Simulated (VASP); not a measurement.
Wanted: the native input for a VASP 6.6.1 run.

```yaml
Task: single point
Functional: PBE
Potentials_or_basis: VASP PAW PBE potentials, release 64 (Eu, Al, Ir)
Cutoff: 520 eV
k_mesh: 6 × 6 × 4
Occupations: gaussian, width 0.1 eV
Spin: collinear spin, ferromagnetic start
Starting_moments: "[7.0, 0.0, 0.0] μB"
Dipole_correction: no
Further_INCAR_settings: ALGO = Fast; EDIFF = 1e-06; NBANDS = 26
```

The structure of EuAlIr lies in POSCAR:

```
EuAlIr
1.0
    4.0515630500      0.0000000000      0.0000000000
   -2.0257815300      3.5087565300      0.0000000000
    0.0000000000      0.0000000000      4.0228121000
Eu Al Ir
1 1 1
Direct
    0.6666666700      0.3333333300      0.5000000000
    0.3333333300      0.6666666700      0.0000000000
    0.0000000000      0.0000000000      0.0000000000
```

The cell was generated, and may not be a known phase.

The input as run:

INCAR

```
  PREC = Accurate
  ENCUT = 520
  EDIFF = 1E-6
  ISMEAR = 0
  SIGMA = 0.1
  LREAL = F
  LASPH = T
  NELM = 150
  ALGO = Fast
  ISIF = 2
  LWAVE = F
  LCHARG = F
  ISPIN = 2
  MAGMOM = 7 0 0
  LORBIT = 11
  LMAXMIX = 6
  GGA = PE
  NBANDS = 26
```

KPOINTS

```
Automatic mesh
0
Gamma
  6 6 4
```

Potentials or basis: VASP PAW PBE potentials, release 64 (Eu, Al, Ir).

Launch:

```sh
$ cat potpaw_PBE.64/Eu/POTCAR potpaw_PBE.64/Al/POTCAR potpaw_PBE.64/Ir/POTCAR > POTCAR
$ mpirun -np 1 vasp_std > vasp.out
```

Results of the run:

```yaml
Pressure: 18.6 GPa
Net_moment: 6.81 μB per cell
Site_moments: Eu +6.43; Al +0.01; Ir -0.05 μB
Valence_electrons_inside_the_program's_atomic_spheres: Eu 14.79; Al 0.93; Ir 8.67
```

Caveat: the k points lie up to 0.39 Å⁻¹ apart.

It took 4.9 min on 1 thread of Oxide Virtual Turin-like Processor (shared host), peak memory 0.21 GiB.
